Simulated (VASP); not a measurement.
# Hf in VASP: notebook

Hf is run at these levels: PBEsol, LDA; tasks: single point.

Everything below comes from runs of VASP 6.6.1. Logs are shortened: lines on timing, memory, paths and dates and some standing lists are left out, and cuts for length are marked.

## (1) The cell of the first run

It takes space group Fm-3m (No. 225, cubic). The conventional cell has a = 4.421 Å, b = 4.421 Å, c = 4.421 Å, α = 90.00°, β = 90.00°, γ = 90.00°. Within 4.1 Å of Hf (site symmetry m-3m) lie 12 Hf at 3.13 Å.

## (2) Single point, PBEsol (strained)

File INCAR:

```
ALGO = Fast ; EDIFF = 1E-6
ENCUT = 520 ; GGA = PS
ISIF = 2 ; ISMEAR = 0
LASPH = True ; LCHARG = True
LELF = True ; LREAL = False
LVHAR = True ; LWAVE = False
NBANDS = 11 ; NELM = 80
PREC = Accurate ; SIGMA = 0.1
```

File KPOINTS:

```
k-points
0
Gamma
  16 16 16
```

File POSCAR:

```
Hf
1.0
    0.0000000000      2.2106538000      2.2106538000
    2.2106538000      0.0000000000      2.2106538000
    2.2106538000      2.2106538000      0.0000000000
Hf
1
Direct
    0.0000000000      0.0000000000      0.0000000000
```

Potentials or basis: VASP PAW PBE potentials, release 64 (Hf_pv).

The run is started by

```console
> cat potpaw_PBE.64/Hf_pv/POTCAR > POTCAR
> mpirun -np 1 vasp_std > vasp.out
```

OUTCAR:

```text
EDIFF = 1E-6
   ENCUT = 520
   GGA = PS
   ISIF = 2
   ISMEAR = 0
   LASPH = True
   LREAL = False
   NELM = 80
   PREC = Accurate

 ion  position               nearest neighbor table
   1  0.000  0.000  0.000-

  LATTYP: Found a face centered cubic cell.
 ALAT       =     4.4213076000

  Lattice vectors:

 A1 = (   0.0000000000,   2.2106538000,   2.2106538000)
 A2 = (   2.2106538000,   0.0000000000,   2.2106538000)
 A3 = (   2.2106538000,   2.2106538000,   0.0000000000)

Analysis of symmetry for initial positions (statically):
=====================================================================
 Subroutine PRICEL returns:
 Original cell was already a primitive cell.

 Routine SETGRP: Setting up the symmetry group for a
 face centered cubic supercell.

 Subroutine GETGRP returns: Found 48 space group operations
 (whereof 48 operations were pure point group operations)
 out of a pool of 48 trial point group operations.

The static configuration has the point symmetry O_h .

Analysis of symmetry for dynamics (positions and initial velocities):
=====================================================================
 Subroutine PRICEL returns:
 Original cell was already a primitive cell.

 Routine SETGRP: Setting up the symmetry group for a
 face centered cubic supercell.

 Subroutine GETGRP returns: Found 48 space group operations
 (whereof 48 operations were pure point group operations)
 out of a pool of 48 trial point group operations.

The dynamic configuration has the point symmetry O_h .

 Subroutine INISYM returns: Found 48 space group operations
 (whereof 48 operations are pure point group operations),
 and found     1 'primitive' translations

----------------------------------------------------------------------------------------

                                     Primitive cell

  volume of cell :      21.6069

  direct lattice vectors                    reciprocal lattice vectors
     0.000000000  2.210653800  2.210653800    -0.226177432  0.226177432  0.226177432
     2.210653800  0.000000000  2.210653800     0.226177432 -0.226177432  0.226177432
     2.210653800  2.210653800  0.000000000     0.226177432  0.226177432 -0.226177432

  length of vectors
     3.126336586  3.126336586  3.126336586     0.391750804  0.391750804  0.391750804

  position of ions in fractional coordinates (direct lattice)
     0.000000000  0.000000000  0.000000000

  ion indices of the primitive-cell ions
   primitive index   ion index
                 1           1

----------------------------------------------------------------------------------------

 KPOINTS: k-points

Automatic generation of k-mesh.
 Grid dimensions read from file:
 generate k-points for:   16   16   16

 Generating k-lattice:

  Cartesian coordinates                     Fractional coordinates (reciprocal lattice)
    -0.014136090  0.014136090  0.014136090     0.062500000  0.000000000  0.000000000
     0.014136090 -0.014136090  0.014136090     0.000000000  0.062500000  0.000000000
     0.014136090  0.014136090 -0.014136090     0.000000000  0.000000000  0.062500000

  Length of vectors
     0.024484425  0.024484425  0.024484425

  Shift w.r.t. Gamma in fractional coordinates (k-lattice)
     0.000000000  0.000000000  0.000000000

 Subroutine IBZKPT returns following result:
 ===========================================

 Found    145 irreducible k-points:

 Following reciprocal coordinates:
            Coordinates               Weight
  0.000000  0.000000  0.000000      1.000000
  0.062500  0.000000  0.000000      8.000000
  0.125000  0.000000  0.000000      8.000000
  0.187500  0.000000  0.000000      8.000000
  0.250000  0.000000  0.000000      8.000000
  0.312500  0.000000  0.000000      8.000000
[... 16 lines left out ...]
 -0.125000  0.062500  0.000000     24.000000
 -0.062500  0.062500  0.000000     12.000000
 [... further k-points ...]
   k-points           NKPTS =    145   k-points in BZ     NKDIM =    145   number of bands    NBANDS=     11
   number of dos      NEDOS =    301   number of ions     NIONS =      1
   total plane-waves  NPLWV =  13824
   dimension x,y,z NGX =    24 NGY =   24 NGZ =   24
   dimension x,y,z NGXF=    48 NGYF=   48 NGZF=   48
   ions per type =               1
   NGX,Y,Z   is equivalent  to a cutoff of  12.76, 12.76, 12.76 a.u.
   NGXF,Y,Z  is equivalent  to a cutoff of  25.52, 25.52, 25.52 a.u.
 SYSTEM =  unknown system
   PREC   = accura    normal or accurate (medium, high low for compatibility)
   ISTART =      0    job   : 0-new  1-cont  2-samecut
   ICHARG =      2    charge: 1-file 2-atom 10-const
   ISPIN  =      1    spin polarized calculation?
   LNONCOLLINEAR =      F non collinear calculations
   LSORBIT =      F    spin-orbit coupling
   LASPH  =      T    aspherical Exc in radial PAW
   ENCUT  =  520.0 eV  38.22 Ry    6.18 a.u.   5.81  5.81  5.81*2*pi/ulx,y,z
   NELM   =     80;   NELMIN=  2; NELMDL= -5     # of ELM steps
   EDIFF  = 0.1E-05   stopping-criterion for ELM
   LREAL  =      F    real-space projection
   EDIFFG = 0.1E-04   stopping-criterion for IOM
   NSW    =      0    number of steps for IOM
   IBRION =     -1    ionic relax: 0-MD 1-quasi-New 2-CG
   NFREE  =      0    steps in history (QN), initial steepest desc. (CG)
   ISIF   =      2    stress and relaxation
   ISYM   =      2    0-nonsym 1-usesym 2-fastsym
   POTIM  = 0.5000    time-step for ionic-motion
   TEBEG  =    0.0;   TEEND  =   0.0 temperature during run
   PSTRESS=    0.0 pullay stress
   NELECT =      10.0000    total number of electrons
   NUPDOWN=      -1.0000    fix difference up-down
   EMIN   =  10.00;   EMAX   =-10.00  energy-range for DOS
   EFERMI =   0.00;   METHOD = LEGACY
   ISMEAR =     0;   SIGMA  =   0.10  broadening in eV -4-tet -1-fermi 0-gaus
   EFERMI_NEDOS =   21; number of points for ismear=-14 and -15
   IALGO  =     68    algorithm
   IMIX   =      4    mixing-type and parameters
     AMIX     =   0.40;   BMIX     =  1.00
     AMIX_MAG =   1.60;   BMIX_MAG =  1.00
  volume/ion in A,a.u.               =      21.61       145.81
  Fermi-wavevector in a.u.,A,eV,Ry     =   1.266322  2.393001 21.817908  1.603571
  Thomas-Fermi vector in A             =   2.399529
   LORBIT       =      0    0 simple, 1 ext, 2 COOP (PROOUT), +10 PAW based schemes
   GGA     = PS    functional components
   LHFCALC =     F    Hartree Fock is set to
   AEXX    =    0.0000 exact exchange contribution
   IVDW    =     0    specifies the selected vdW correction
   LEPSILON=     F    determine dielectric tensor
   LRPA    =     F    only Hartree local field effects (RPA)
 non-spin polarized calculation
 RMM-DIIS sequential band-by-band and
 Gauss-broadening in eV      SIGMA  =   0.10
  energy-cutoff  :      520.00
  volume of cell :       21.61
 maximum number of plane-waves:       604
   NGX = 11   NGY = 11   NGZ = 11

 number of electron      10.0000001 magnetization

 Free energy of the ion-electron system (eV)
  ---------------------------------------------------
  ext. energy  EPLUGINS =         0.00000000
  ---------------------------------------------------
  free energy    TOTEN  =       -10.43594553 eV

  energy without entropy =      -10.42705254  energy(sigma->0) =      -10.43149904

 E-fermi :   4.8241     XC(G=0): -11.5529

 val. band max:        4.8133850899   @ k =   0.3125   0.0000   0.0000
 cond. band min:       4.8304151149   @ k =  -0.3125   0.3125   0.0625
 fundamental gap:      0.0170300249
 Fermi energy:         4.8240902928

 k-point     1 :       0.0000    0.0000    0.0000
  band No.  band energies     occupation
      1     -25.0113      2.00000
      2     -25.0113      2.00000
      3     -25.0113      2.00000
      4      -2.5116      2.00000
      5       6.2276      0.00000
      6       6.2276      0.00000
      7       6.2276      0.00000
      8       9.1386      0.00000
      9       9.1386      0.00000
     10      16.3089      0.00000
     11      17.9924      0.00000

 k-point     2 :       0.0625    0.0000    0.0000
  band No.  band energies     occupation
      1     -25.0489      2.00000
      2     -25.0160      2.00000
      3     -25.0160      2.00000
      4      -2.3685      2.00000
      5       6.0811      0.00000
      6       6.2968      0.00000
      7       6.2968      0.00000
      8       9.0605      0.00000
      9       9.0605      0.00000
     10      16.6298      0.00000
     11      19.9906      0.00000

 k-point     3 :       0.1250    0.0000    0.0000
  band No.  band energies     occupation
      1     -25.1547      2.00000
      2     -25.0293      2.00000
      3     -25.0293      2.00000
      4      -1.9555      2.00000
      5       5.7133      0.00000
      6       6.4686      0.00000
      7       6.4686      0.00000
      8       8.8974      0.00000
      9       8.8974      0.00000
     10      17.4180      0.00000
     11      18.8884      0.00000

 k-point     4 :       0.1875    0.0000    0.0000
  band No.  band energies     occupation
      1     -25.3097      2.00000
      2     -25.0492      2.00000
      3     -25.0492      2.00000
      4      -1.3233      2.00000
      5       5.2784      0.00000
      6       6.6198      0.00000
      7       6.6198      0.00000
      8       8.8476      0.00000
      9       8.8476      0.00000
     10      17.2886      0.00000
     11      19.0967      0.00000

 k-point     5 :       0.2500    0.0000    0.0000
  band No.  band energies     occupation
      1     -25.4877      2.00000
      2     -25.0726      2.00000
      3     -25.0726      2.00000
      4      -0.5652      2.00000
      5       4.9324      0.12546
      6       6.5935      0.00000
      7       6.5935      0.00000
      8       9.1287      0.00000
      9       9.1287      0.00000
     10      16.3801      0.00000
     11      17.9944      0.00000
[... 211 lines left out ...]
 k-point    21 :      -0.2500    0.0625    0.0000
  band No.  band energies     occupation
      1     -25.5479      2.00000
      2     -25.1181      2.00000
      3     -25.0704      2.00000
      4      -0.1918      2.00000
      5       4.7897      1.37340
      6       6.4180      0.00000
      7       6.6584      0.00000
      8       8.7794      0.00000
      9       9.8834      0.00000
     10      16.3796      0.00000
     11      17.9942      0.00000

 k-point    22 :      -0.1875    0.0625    0.0000
  band No.  band energies     occupation
      1     -25.3753      2.00000
      2     -25.0915      2.00000
      3     -25.0470      2.00000
      4      -0.9628      2.00000
      5       5.0629      0.00073
      6       6.5753      0.00000
      7       6.7622      0.00000
      8       8.3947      0.00000
      9       9.3773      0.00000
     10      17.2566      0.00000
     11      19.5257      0.00000

 k-point    23 :      -0.1250    0.0625    0.0000
  band No.  band energies     occupation
      1     -25.2171      2.00000
      2     -25.0638      2.00000
      3     -25.0284      2.00000
      4      -1.6462      2.00000
      5       5.4625      0.00000
      6       6.5590      0.00000
      7       6.6135      0.00000
      8       8.4711      0.00000
      9       9.1597      0.00000
     10      17.9063      0.00000
     11      18.6881      0.00000

 k-point    24 :      -0.0625    0.0625    0.0000
  band No.  band energies     occupation
      1     -25.1015      2.00000
      2     -25.0373      2.00000
      3     -25.0175      2.00000
      4      -2.1351      2.00000
      5       5.8502      0.00000
      6       6.4016      0.00000
      7       6.4186      0.00000
      8       8.7756      0.00000
      9       9.1249      0.00000
     10      17.1299      0.00000
     11      19.4188      0.00000

 [... further k-points ...]
[... 5 lines left out ...]
  --------------------------------------------------------------------------------------
  -------------------------------------------------------------------------------------
  Total       -0.0907771     -0.0907771     -0.0907771      0.0000000      0.0000000     -0.0000000
  in kB       -6.7312344     -6.7312344     -6.7312344      0.0000000      0.0000000     -0.0000000
  external PRESSURE =      -6.7312344 kB  Pullay stress =       0.0000000 kB

 VOLUME and BASIS-vectors are now :
 -----------------------------------------------------------------------------
  energy-cutoff  :      520.00
  volume of cell :       21.61
      direct lattice vectors                 reciprocal lattice vectors
     0.000000000  2.210653800  2.210653800    -0.226177432  0.226177432  0.226177432
     2.210653800  0.000000000  2.210653800     0.226177432 -0.226177432  0.226177432
     2.210653800  2.210653800  0.000000000     0.226177432  0.226177432 -0.226177432

 POSITION                                       TOTAL-FORCE (eV/Angst)
 -----------------------------------------------------------------------------------
      0.00000      0.00000      0.00000         0.000000      0.000000      0.000000
 -----------------------------------------------------------------------------------
    total drift:                               -0.000000      0.000000     -0.000000

  FREE ENERGIE OF THE ION-ELECTRON SYSTEM (eV)
  ---------------------------------------------------
  free  energy   TOTEN  =       -10.4359455332 eV

  energy  without entropy=      -10.4270525434  energy(sigma->0) =      -10.43149904
```

Run time: 10 s. Hardware: 1 thread of Intel Xeon 6975P-C (Granite Rapids), shared host; peak memory 0.16 GiB.

What came out:

```
Free energy            : -10.4359 eV
Pressure               : -0.7 GPa
Band gap on the k mesh : zero (band 5 reaches 6.23 eV, above the bottom of band 6 at 4.43 eV)
```

Caveat: the cell differs from its parent crystal (strained); the PAW data sets were made with another functional, which shifts forces and pressure a little; spin-orbit coupling is left out, which moves the levels of the heavy elements.

## (3) Single point, PBEsol (strained)

File INCAR:

```
SYSTEM = Hf
PREC = Accurate
ENCUT = 520
EDIFF = 1E-6
ISMEAR = 0
SIGMA = 0.1
LREAL = .FALSE.
LASPH = .TRUE.
NELM = 100
ALGO = Normal
ISIF = 2
LWAVE = .FALSE.
LCHARG = .FALSE.
GGA = PS
NBANDS = 11
```

File KPOINTS:

```
regular mesh
0
G
  16 16 16
  0 0 0
```

File POSCAR:

```
Hf
1.0
    0.0000000000      2.3259384000      2.3259384000
    2.3259384000      0.0000000000      2.3259384000
    2.3259384000      2.3259384000      0.0000000000
Hf
1
Direct
    0.0000000000      0.0000000000      0.0000000000
```

Potentials or basis: VASP PAW PBE potentials, release 64 (Hf_pv).

The run is started by

```console
> cat potpaw_PBE.64/Hf_pv/POTCAR > POTCAR
> mpirun -np 1 vasp_std > vasp.out
```

Run time: 7.9 s. Hardware: 1 thread of Intel Xeon 6975P-C (Granite Rapids), shared host; peak memory 0.16 GiB.

The run converged. Its results:

* Free energy: -10.2670 eV
* Pressure: -13.2 GPa
* Band gap on the k mesh: zero (band 5 reaches 5.12 eV, above the bottom of band 6 at 3.45 eV)

Levels at points of the mesh, in eV from the Fermi level:
```
           k point  band 3  band 4  band 5  band 6  band 7  band 8
(0.00, 0.00, 0.00)  -30.42   -6.81    1.31    1.31    1.31    3.69
(0.50, 0.00, 0.00)  -30.49   -3.33    0.29    1.13    1.13    5.50
(0.50, 0.50, 0.00)  -30.61   -2.81   -1.75    1.99    5.49    6.02
```

Caveat: the cell differs from its parent crystal (strained); the PAW data sets were made with another functional, which shifts forces and pressure a little; spin-orbit coupling is left out, which moves the levels of the heavy elements.

## (4) Single point, PBEsol (strained)

File INCAR:

```
SYSTEM = Hf
PREC = Accurate ; ENCUT = 520
EDIFF = 1E-6 ; ISMEAR = 0
SIGMA = 0.1 ; LREAL = .False.
LASPH = .True. ; NELM = 80
ALGO = Normal ; ISIF = 2
LWAVE = .False. ; LCHARG = .False.
GGA = PS ; NBANDS = 11
```

File KPOINTS:

```
Automatic mesh
0
Gamma
  14 14 14
  0 0 0
```

File POSCAR:

```
Hf
1.0
   -0.0222000000      2.2480608000      2.2404018000
    2.2480608000     -0.0222000000      2.2404018000
    2.2258608000      2.2258608000      0.0000000000
Hf
1
Direct
    0.0000000000      0.0000000000      0.0000000000
```

The run is started by

```console
> cat potpaw_PBE.64/Hf_pv/POTCAR > POTCAR
> mpirun -np 1 vasp_std > vasp.out
```

Run time: 20 s. Hardware: 1 thread of Intel Xeon 6975P-C (Granite Rapids), shared host; peak memory 0.22 GiB.

Results (log left out):

- Free energy: -10.4157 eV
- Pressure: -5.2 GPa
- Band gap on the k mesh: zero (band 5 reaches 5.78 eV, above the bottom of band 6 at 3.86 eV)

Stress tensor (GPa, compression positive):
```
-5.22  1.16  0.00
 1.16 -5.22  0.00
 0.00  0.00 -5.06
```

Levels at points of the mesh, in eV from the Fermi level:
```
           k point  band 3  band 4  band 5  band 6  band 7  band 8
(0.00, 0.00, 0.00)  -29.99   -7.16    1.23    1.41    1.53    4.11
(0.50, 0.00, 0.00)  -30.09   -3.63    0.51    1.11    1.30    6.09
(0.50, 0.50, 0.00)  -30.26   -3.19   -2.08    2.52    6.23    6.85
(0.00, 0.00, 0.50)  -30.11   -3.57    0.66    1.00    1.28    6.18
(0.50, 0.00, 0.50)  -30.28   -3.20   -2.07    2.47    6.21    6.84
```

Caveat: the cell differs from its parent crystal (strained); the PAW data sets were made with another functional, which shifts forces and pressure a little; spin-orbit coupling is left out, which moves the levels of the heavy elements.

(Part 1 of 2 ends here.)
